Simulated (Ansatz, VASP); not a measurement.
One calculation of Sn3Se, two programs

```xyz
4
Lattice="0.0000 3.7058 3.7058 3.7058 0.0000 3.7058 3.7058 3.7058 0.0000" Properties=species:S:1:pos:R:3 pbc="T T T"
Sn    1.8529    1.8529    1.8529
Sn    5.5586    5.5586    5.5586
Sn    3.7058    3.7058    3.7058
Se    0.0000    0.0000    0.0000
```

Alike in both runs: task single point; functional r2SCAN; k mesh 12 × 12 × 12; occupations gaussian, width 0.15 eV; no spin polarisation.

```csv
,VASP,Ansatz
version,VASP 6.6.1,Ansatz 0.2.0
potentials or method,"VASP PAW PBE potentials, release 64 (Sn_d, Se), cutoff 520 eV","scalar-relativistic, plane waves, PAW"
valence electrons in the cell,48,58
```

```csv
,VASP,Ansatz,Ansatz less VASP
gap on the k mesh at the Fermi level (eV),none,none,-
pressure (GPa),0.1,0.1,+0.01
```

VASP's potentials were made for PBE, not for r2SCAN. A gap of «none» marks a metal or a gap that the smearing closes. The functional is the same, so the differences come from potentials, cutoffs and numerics. VASP's potentials hold 48 valence electrons a cell and Ansatz's 58, so a difference there can come from the potentials and not from the codes.
